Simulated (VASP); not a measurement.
A run of VASP 6.6.1 is set up as follows.

Contents of INCAR:

```
SYSTEM = CaSe
PREC     = Accurate       ! precision mode
ENCUT    = 500            ! plane-wave cutoff, eV
EDIFF    = 1E-6           ! SCF threshold, eV
ISMEAR   = 0              ! smearing method
SIGMA    = 0.01           ! smearing width, eV
LREAL    = .FALSE.        ! projectors in reciprocal space
LASPH    = .TRUE.         ! aspherical terms in the spheres
NELM     = 120            ! most SCF steps
ALGO     = Normal         ! electronic algorithm
ISIF     = 2              ! what is computed and relaxed
LWAVE    = .FALSE.        ! write WAVECAR
LCHARG   = .FALSE.        ! write CHGCAR
GGA      = PS             ! functional
NBANDS   = 15             ! bands
GGA_COMPAT= .FALSE.
```

File KPOINTS:

```
regular mesh
0
G
  5 5 5
  0 0 0
```

File POSCAR:

```
CaSe
1.0
    0.0000000000      3.4270461072      3.4270461072
    3.4270461072      0.0000000000      3.4270461072
    3.4270461072      3.4270461072      0.0000000000
Ca Se
1 1
Direct
    0.0000000000      0.0000000000      0.0000000000
    0.7500000000      0.7500000000      0.7500000000
```

Potentials or basis: VASP PAW PBE potentials, release 64 (Ca_sv, Se).

Run with:

```sh
$ cat potpaw_PBE.64/Ca_sv/POTCAR potpaw_PBE.64/Se/POTCAR > POTCAR
$ mpirun -np 1 vasp_std > vasp.out
```

Question: Predict the band gap on the k mesh.

Answer: 2.68 eV (least direct gap 2.73 eV).

Question: Predict the pressure.

Answer: -3.9 GPa.

Caveat: the cell stands under tension; the PAW data sets were made with another functional, which shifts forces and pressure a little; an odd mesh through Γ misses points on the zone boundary, where band edges can lie.
